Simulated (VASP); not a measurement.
A run of VASP 6.6.1:

The input INCAR:

```
PREC = Accurate ; ENCUT = 520
EDIFF = 1E-6 ; ISMEAR = 0
SIGMA = 0.02 ; LREAL = F
LASPH = T ; NELM = 80
ALGO = Normal ; ISIF = 2
LWAVE = F ; LCHARG = T
GGA = PE ; IVDW = 12
LELF = T ; LVHAR = T
NBANDS = 16
```

Contents of KPOINTS:

```
Automatic mesh
0
Gamma
  12 12 8
```

File POSCAR:

```
Se
1.0
    4.0669563904      0.0000000000      0.0000000000
   -2.0334781952      3.5220875502      0.0000000000
    0.0000000000      0.0000000000      5.1287646854
Se
3
Direct
    0.2473598556      0.0000000000      0.3333333333
    0.0000000000      0.2473598556      0.6666666667
    0.7526401444      0.7526401444      0.0000000000
```

Potentials or basis: VASP PAW PBE potentials, release 64 (Se).

Run with:

```sh
$ cat potpaw_PBE.64/Se/POTCAR > POTCAR
$ mpirun -np 1 vasp_std > vasp.out
```

Hardware: 1 thread of Intel Xeon 6975P-C, with other jobs on the host.

Problem. Estimate the wall time of this run.

Solution. Wall time 110 s on 1 thread of Intel Xeon 6975P-C (shared host), peak memory 0.27 GiB. Counts: scf iterations 12, k points 131.
